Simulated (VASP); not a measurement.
Set up this calculation in VASP 6.6.1, as the native input.

| Quantity | Value |
| --- | --- |
| Task | single point |
| Functional | r2SCAN |
| Potentials or basis | VASP PAW PBE potentials, release 64 (Ti_sv, Si) |
| Cutoff | 520 eV |
| k mesh | 14 × 12 × 14 |
| Occupations | gaussian, width 0.1 eV |
| Spin | no spin polarisation |
| Dipole correction | no |
| Further INCAR settings | ALGO = Normal; EDIFF = 1e-06; NBANDS = 24 |

Crystal: TiSi.

```
Ti Si
1.0
     3.57210    0.00000    0.00000
     0.00000    4.10534    0.00000
     0.00000    0.00000    3.85366
Ti Si
2 2
Direct
  0.00000 0.50000 0.00000
  0.50000 0.00000 0.00000
  0.00000 0.00000 0.50000
  0.50000 0.50000 0.50000
```

This cell differs from its parent crystal: biaxial strain in the a-b plane: -1.5 %, then relaxed in part.

One way to write it, as run:

POSCAR

```
TiSi
1.0
    3.5721002206      0.0000000000      0.0000000000
    0.0000000000      4.1053352585      0.0000000000
    0.0000000000      0.0000000000      3.8536630561
Ti Si
2 2
Direct
    0.0000000000      0.5000000000      0.0000000000
    0.5000000000      0.0000000000      0.0000000000
    0.0000000000      0.0000000000      0.5000000000
    0.5000000000      0.5000000000      0.5000000000
```

INCAR.step1

```
SYSTEM = TiSi
PREC = Accurate ; ENCUT = 520
ISMEAR = 0 ; SIGMA = 0.1
LREAL = .FALSE. ; LASPH = .TRUE.
NELM = 60 ; NBANDS = 24
GGA = PE ; ALGO = Normal
EDIFF = 1E-4 ; LWAVE = .TRUE.
LCHARG = .FALSE.
```

INCAR.step2

```
SYSTEM = TiSi
PREC = Accurate ; ENCUT = 520
EDIFF = 1E-6 ; ISMEAR = 0
SIGMA = 0.1 ; LREAL = .FALSE.
LASPH = .TRUE. ; NELM = 60
ALGO = Normal ; ISIF = 2
LWAVE = .FALSE. ; LCHARG = .FALSE.
METAGGA = R2SCAN ; LMIXTAU = .TRUE.
NBANDS = 24 ; ISTART = 1
```

KPOINTS

```
regular mesh
0
G
  14 12 14
  0 0 0
```

Potentials or basis: VASP PAW PBE potentials, release 64 (Ti_sv, Si).

Command:

```bash
$ cat potpaw_PBE.64/Ti_sv/POTCAR potpaw_PBE.64/Si/POTCAR > POTCAR
$ cp INCAR.step1 INCAR
$ mpirun -np 1 vasp_std > vasp.out
$ cp INCAR.step2 INCAR
$ mpirun -np 1 vasp_std > vasp.out
```

Results of the run:

* Pressure: 2.7 GPa
* Band gap on the k mesh: zero (bands 16 and 17 overlap by 1.94 eV)

Caveat: the cell differs from its parent crystal (biaxial strain in the a-b plane: -1.5 %, then relaxed in part); the PAW data sets were made with another functional, which shifts forces and pressure a little.

Run time: 46 min on 1 thread of Oxide Virtual Turin-like Processor, with other jobs on the host, peak memory 0.55 GiB.
